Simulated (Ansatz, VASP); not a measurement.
Two plane-wave programs on CO2

```
O C
1.0
    15.00000    0.00000    0.00000
     0.00000   15.50000    0.00000
     0.00000    0.00000   16.00000
O C
2 1
Direct
  0.43115 0.49943 0.46789
  0.57131 0.49924 0.53394
  0.49755 0.50133 0.49817
```

Alike in both runs: task relaxation of the atoms; functional PBE; k mesh 1 × 1 × 1; occupations gaussian, width 0.005 eV; no spin polarisation.

|  | VASP | Ansatz |
| --- | --- | --- |
| version | VASP 6.6.1 | Ansatz 0.2.0 |
| potentials or method | VASP PAW PBE potentials, release 64 (O, C), cutoff 520 eV | scalar-relativistic, plane waves, PAW |
| valence electrons in the cell | 16 | 16 |

```csv
,VASP,Ansatz,Ansatz less VASP
"gap on the k mesh at the Fermi level, each at its own relaxed structure (eV)",8.05,8.08,+0.032
```

Noted on VASP's run: the standard files for N, O and F lose accuracy on very short bonds.
